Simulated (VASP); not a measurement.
# Ge (Fd-3m) in VASP: a series of runs

Runs on Ge. Level: LDA. Tasks: single point, relaxation of cell and atoms.

Program: VASP 6.6.1. These are calculated values, not measurements. Logs are shortened: lines on timing, memory, paths and dates and some standing lists are left out, and cuts for length are marked.

### 1 The cell of the first run

The structure is cubic, space group Fd-3m (No. 227). Conventional cell: a = 4.169 Å, b = 4.169 Å, c = 4.169 Å, α = 90.00°, β = 90.00°, γ = 90.00°. Ge (site symmetry -43m) has 4 Ge at 1.81 Å within 2.4 Å.

### 2 Single point, LDA

Input file INCAR:

```
PREC = Accurate
ENCUT = 520
EDIFF = 1E-6
ISMEAR = -1
SIGMA = 0.1
LREAL = F
LASPH = T
NELM = 100
ALGO = Normal
ISIF = 2
LWAVE = F
LCHARG = T
GGA = CA
LELF = T
LVHAR = T
NBANDS = 21
```

Input file KPOINTS:

```
Automatic mesh
0
Gamma
  15 15 15
```

Input file POSCAR:

```
Ge
1.0
    0.0000000000      2.0844645549      2.0844645549
    2.0844645549      0.0000000000      2.0844645549
    2.0844645549      2.0844645549      0.0000000000
Ge
2
Direct
   -0.1250000000     -0.1250000000     -0.1250000000
    0.1250000000      0.1250000000      0.1250000000
```

Potentials or basis: VASP PAW LDA potentials, release 64 (Ge_d).

Command:

```bash
cat potpaw_LDA.64/Ge_d/POTCAR > POTCAR
mpirun -np 1 vasp_std > vasp.out
```

OUTCAR:

```text
PREC = Accurate
   ENCUT = 520
   EDIFF = 1E-6
   ISMEAR = -1
   LREAL = F
   LASPH = T
   NELM = 100
   ISIF = 2
   GGA = CA

 ion  position               nearest neighbor table
   1  0.875  0.875  0.875-   2 1.81   2 1.81   2 1.81   2 1.81
   2  0.125  0.125  0.125-   1 1.81   1 1.81   1 1.81   1 1.81

  LATTYP: Found a face centered cubic cell.
 ALAT       =     4.1689291098

  Lattice vectors:

 A1 = (   0.0000000000,   2.0844645549,   2.0844645549)
 A2 = (   2.0844645549,   0.0000000000,   2.0844645549)
 A3 = (   2.0844645549,   2.0844645549,   0.0000000000)

Analysis of symmetry for initial positions (statically):
=====================================================================
 Subroutine PRICEL returns:
 Original cell was already a primitive cell.

 Routine SETGRP: Setting up the symmetry group for a
 face centered cubic supercell.

 Subroutine GETGRP returns: Found 48 space group operations
 (whereof 12 operations were pure point group operations)
 out of a pool of 48 trial point group operations.

The static configuration has the point symmetry D_3d.
 The point group associated with its full space group is O_h .

Analysis of symmetry for dynamics (positions and initial velocities):
=====================================================================
 Subroutine PRICEL returns:
 Original cell was already a primitive cell.

 Routine SETGRP: Setting up the symmetry group for a
 face centered cubic supercell.

 Subroutine GETGRP returns: Found 48 space group operations
 (whereof 12 operations were pure point group operations)
 out of a pool of 48 trial point group operations.

The dynamic configuration has the point symmetry D_3d.
 The point group associated with its full space group is O_h .

 Subroutine INISYM returns: Found 48 space group operations
 (whereof 12 operations are pure point group operations),
 and found     1 'primitive' translations

----------------------------------------------------------------------------------------

                                     Primitive cell

[... 74 lines left out ...]
   total plane-waves  NPLWV =  13824
   dimension x,y,z NGX =    24 NGY =   24 NGZ =   24
   dimension x,y,z NGXF=    48 NGYF=   48 NGZF=   48
   ions per type =               2
   NGX,Y,Z   is equivalent  to a cutoff of  13.53, 13.53, 13.53 a.u.
   NGXF,Y,Z  is equivalent  to a cutoff of  27.07, 27.07, 27.07 a.u.
 SYSTEM =  unknown system
   PREC   = accura    normal or accurate (medium, high low for compatibility)
   ISTART =      0    job   : 0-new  1-cont  2-samecut
   ICHARG =      2    charge: 1-file 2-atom 10-const
   ISPIN  =      1    spin polarized calculation?
   LNONCOLLINEAR =      F non collinear calculations
   LSORBIT =      F    spin-orbit coupling
   LASPH  =      T    aspherical Exc in radial PAW
   ENCUT  =  520.0 eV  38.22 Ry    6.18 a.u.   5.48  5.48  5.48*2*pi/ulx,y,z
   NELM   =    100;   NELMIN=  2; NELMDL= -5     # of ELM steps
   EDIFF  = 0.1E-05   stopping-criterion for ELM
   LREAL  =      F    real-space projection
   EDIFFG = 0.1E-04   stopping-criterion for IOM
   NSW    =      0    number of steps for IOM
   IBRION =     -1    ionic relax: 0-MD 1-quasi-New 2-CG
   NFREE  =      0    steps in history (QN), initial steepest desc. (CG)
   ISIF   =      2    stress and relaxation
   ISYM   =      2    0-nonsym 1-usesym 2-fastsym
   POTIM  = 0.5000    time-step for ionic-motion
   TEBEG  =    0.0;   TEEND  =   0.0 temperature during run
   PSTRESS=    0.0 pullay stress
   NELECT =      28.0000    total number of electrons
   NUPDOWN=      -1.0000    fix difference up-down
   EMIN   =  10.00;   EMAX   =-10.00  energy-range for DOS
   EFERMI =   0.00;   METHOD = LEGACY
   ISMEAR =    -1;   SIGMA  =   0.10  broadening in eV -4-tet -1-fermi 0-gaus
   EFERMI_NEDOS =   21; number of points for ismear=-14 and -15
   IALGO  =     38    algorithm
   IMIX   =      4    mixing-type and parameters
     AMIX     =   0.40;   BMIX     =  1.00
     AMIX_MAG =   1.60;   BMIX_MAG =  1.00
  volume/ion in A,a.u.               =       9.06        61.12
  Fermi-wavevector in a.u.,A,eV,Ry     =   1.892880  3.577024 48.749583  3.582993
  Thomas-Fermi vector in A             =   2.933698
   LORBIT       =      0    0 simple, 1 ext, 2 COOP (PROOUT), +10 PAW based schemes
   GGA     = CA    functional components
   LHFCALC =     F    Hartree Fock is set to
   AEXX    =    0.0000 exact exchange contribution
   IVDW    =     0    specifies the selected vdW correction
   LEPSILON=     F    determine dielectric tensor
   LRPA    =     F    only Hartree local field effects (RPA)
 non-spin polarized calculation
  energy-cutoff  :      520.00
  volume of cell :       18.11
 maximum number of plane-waves:       531
 NGX is ok and might be reduce to    24
   NGX = 11   NGY = 11   NGZ = 11

 number of electron      27.9999978 magnetization

 Free energy of the ion-electron system (eV)
  ---------------------------------------------------
  ext. energy  EPLUGINS =         0.00000000
  ---------------------------------------------------
  free energy    TOTEN  =         7.78422309 eV

  energy without entropy =        7.79424112  energy(sigma->0) =        7.78923210

 E-fermi :  18.5080     XC(G=0): -15.5206

 val. band max:       18.4969209027   @ k =  -0.2000   0.0667   0.0000
 cond. band min:      18.6407447801   @ k =  -0.4667   0.4667   0.0000
 fundamental gap:      0.1438238774
 Fermi energy:        18.5079846884

 k-point     1 :       0.0000    0.0000    0.0000
  band No.  band energies     occupation
      1     -10.7051      2.00000
      2     -10.7051      2.00000
      3     -10.7051      2.00000
      4     -10.6032      2.00000
      5     -10.6032      2.00000
      6      -8.9839      2.00000
[... 565 lines left out ...]
     20      31.4414      0.00000
     21      32.2608      0.00000

 [... further k-points ...]
[... 5 lines left out ...]
  --------------------------------------------------------------------------------------
  -------------------------------------------------------------------------------------
  Total       57.0886733     57.0886733     57.0886733      0.0000000      0.0000000      0.0000000
  in kB     5049.4839197   5049.4839197   5049.4839197      0.0000000      0.0000000      0.0000000
  external PRESSURE =    5049.4839197 kB  Pullay stress =       0.0000000 kB

 VOLUME and BASIS-vectors are now :
 -----------------------------------------------------------------------------
  energy-cutoff  :      520.00
  volume of cell :       18.11
      direct lattice vectors                 reciprocal lattice vectors
     0.000000000  2.084464555  2.084464555    -0.239869754  0.239869754  0.239869754
     2.084464555  0.000000000  2.084464555     0.239869754 -0.239869754  0.239869754
     2.084464555  2.084464555  0.000000000     0.239869754  0.239869754 -0.239869754

 POSITION                                       TOTAL-FORCE (eV/Angst)
 -----------------------------------------------------------------------------------
      3.64781      3.64781      3.64781         0.000000     -0.000000     -0.000000
      0.52112      0.52112      0.52112        -0.000000      0.000000      0.000000
 -----------------------------------------------------------------------------------
    total drift:                                0.000000      0.000000      0.000000

  FREE ENERGIE OF THE ION-ELECTRON SYSTEM (eV)
  ---------------------------------------------------
  free  energy   TOTEN  =         7.7842230857 eV

  energy  without entropy=        7.7942411164  energy(sigma->0) =        7.78923210
```

OSZICAR:

```text
N       E                     dE             d eps       ncg     rms          rms(c)
DAV:   1     0.167511902837E+03    0.16751E+03   -0.12658E+04  6341   0.432E+03
DAV:   2     0.217878197293E+02   -0.14572E+03   -0.14012E+03  5100   0.552E+02
DAV:   3     0.680802733205E+01   -0.14980E+02   -0.14887E+02  5480   0.122E+02
DAV:   4     0.653713297984E+01   -0.27089E+00   -0.27064E+00  5705   0.178E+01
DAV:   5     0.653464753513E+01   -0.24854E-02   -0.24853E-02  5598   0.170E+00    0.101E+01
DAV:   6     0.739236517728E+01    0.85772E+00   -0.23914E-01  6720   0.676E+00    0.582E+00
DAV:   7     0.778113115510E+01    0.38877E+00   -0.28289E-01  5913   0.366E+00    0.499E-01
DAV:   8     0.778384648233E+01    0.27153E-02   -0.20188E-02  7310   0.248E+00    0.218E-01
DAV:   9     0.778422667747E+01    0.38020E-03   -0.13103E-03  6805   0.706E-01    0.502E-02
DAV:  10     0.778421707457E+01   -0.96029E-05   -0.31713E-05  5455   0.552E-02    0.150E-02
DAV:  11     0.778422309716E+01    0.60226E-05   -0.38496E-06  5901   0.529E-02    0.173E-03
DAV:  12     0.778422308566E+01   -0.11502E-07   -0.21478E-07  3405   0.481E-03
   1 F= 0.77842231E+01 E0= 0.77892321E+01  d E =-.100180E-01
```

It took 35 s on 1 thread of Intel Xeon Platinum 8488C (Sapphire Rapids), shared host; peak memory 0.15 GiB.

What came out:

- Free energy: 7.7842 eV
- Pressure: 504.9 GPa
- Band gap on the k mesh: zero (band 14 reaches 20.17 eV, above the bottom of band 15 at 17.78 eV)

Levels at points of the mesh, in eV from the Fermi level:
| k point | band 10 | band 11 | band 12 | band 13 | band 14 | band 15 | band 16 | band 17 | band 18 | band 19 |
| --- | --- | --- | --- | --- | --- | --- | --- | --- | --- | --- |
| (0.00, 0.00, 0.00) | -26.98 | -23.06 | 1.66 | 1.66 | 1.66 | 3.30 | 3.30 | 3.30 | 9.51 | 9.75 |

### 3 Single point, LDA

This run uses another cell than the first one, of 9.08 Å³/atom, 1.002 times its volume.

Input file INCAR:

```
PREC = Accurate ; ENCUT = 520
EDIFF = 1E-6 ; ISMEAR = -1
SIGMA = 0.1 ; LREAL = False
LASPH = True ; NELM = 100
ALGO = Normal ; ISIF = 2
LWAVE = False ; LCHARG = False
GGA = CA ; NBANDS = 21
```

KPOINTS is that of step 2.

Input file POSCAR:

```
Ge
1.0
    0.0000000000      2.0861022034      2.0861022034
    2.0861022034      0.0000000000      2.0861022034
    2.0861022034      2.0861022034      0.0000000000
Ge
2
Direct
   -0.1250000000     -0.1250000000     -0.1250000000
    0.1250000000      0.1250000000      0.1250000000
```

Potentials or basis: VASP PAW LDA potentials, release 64 (Ge_d).

Command:

```bash
cat potpaw_LDA.64/Ge_d/POTCAR > POTCAR
mpirun -np 1 vasp_std > vasp.out
```

OUTCAR:

```text
PREC = Accurate
   ENCUT = 520
   EDIFF = 1E-6
   ISMEAR = -1
   LREAL = False
   LASPH = True
   NELM = 100
   ISIF = 2
   GGA = CA

 ion  position               nearest neighbor table
   1  0.875  0.875  0.875-   2 1.81   2 1.81   2 1.81   2 1.81
   2  0.125  0.125  0.125-   1 1.81   1 1.81   1 1.81   1 1.81

  LATTYP: Found a face centered cubic cell.
 ALAT       =     4.1722044068

  Lattice vectors:

 A1 = (   0.0000000000,   2.0861022034,   2.0861022034)
[... 763 lines left out ...]

------------------------ aborting loop because EDIFF is reached ----------------------------------------

  FORCE on cell =-STRESS in cart. coord.  units (eV):
  Direction    XX          YY          ZZ          XY          YZ          ZX
  --------------------------------------------------------------------------------------
  -------------------------------------------------------------------------------------
  Total       56.7785924     56.7785924     56.7785924     -0.0000000      0.0000000      0.0000000
  in kB     5010.2392287   5010.2392287   5010.2392287     -0.0000000      0.0000000      0.0000000
  external PRESSURE =    5010.2392287 kB  Pullay stress =       0.0000000 kB

 VOLUME and BASIS-vectors are now :
 -----------------------------------------------------------------------------
  energy-cutoff  :      520.00
  volume of cell :       18.16
      direct lattice vectors                 reciprocal lattice vectors
     0.000000000  2.086102203  2.086102203    -0.239681450  0.239681450  0.239681450
     2.086102203  0.000000000  2.086102203     0.239681450 -0.239681450  0.239681450
     2.086102203  2.086102203  0.000000000     0.239681450  0.239681450 -0.239681450

 POSITION                                       TOTAL-FORCE (eV/Angst)
 -----------------------------------------------------------------------------------
      3.65068      3.65068      3.65068        -0.000000     -0.000000     -0.000000
      0.52153      0.52153      0.52153         0.000000      0.000000      0.000000
 -----------------------------------------------------------------------------------
    total drift:                                0.000000      0.000000      0.000000

  FREE ENERGIE OF THE ION-ELECTRON SYSTEM (eV)
  ---------------------------------------------------
  free  energy   TOTEN  =         7.6500409085 eV

  energy  without entropy=        7.6600088659  energy(sigma->0) =        7.65502489
```

stdout:

```text
POSCAR found type information on POSCAR Ge
 POSCAR found :  1 types and       2 ions
 scaLAPACK will be used
 LDA part: xc-table for (Slater(with rela. corr.)+CA(PZ))
 , standard interpolation
 POSCAR, INCAR and KPOINTS ok, starting setup
 FFT: planning ... GRIDC
 FFT: planning ... GRID_SOFT
 FFT: planning ... GRID
 WAVECAR not read
 entering main loop
```

Run time: 27 s. Hardware: 1 thread of Intel Xeon Platinum 8488C (Sapphire Rapids), shared host; peak memory 0.15 GiB.

Results:

```yaml
Free_energy: 7.6500 eV
Pressure: 501.0 GPa
Band_gap_on_the_k_mesh: zero (band 14 reaches 20.11 eV, above the bottom of band 15 at 17.73 eV)
```

(Part 1 of 2 ends here.)
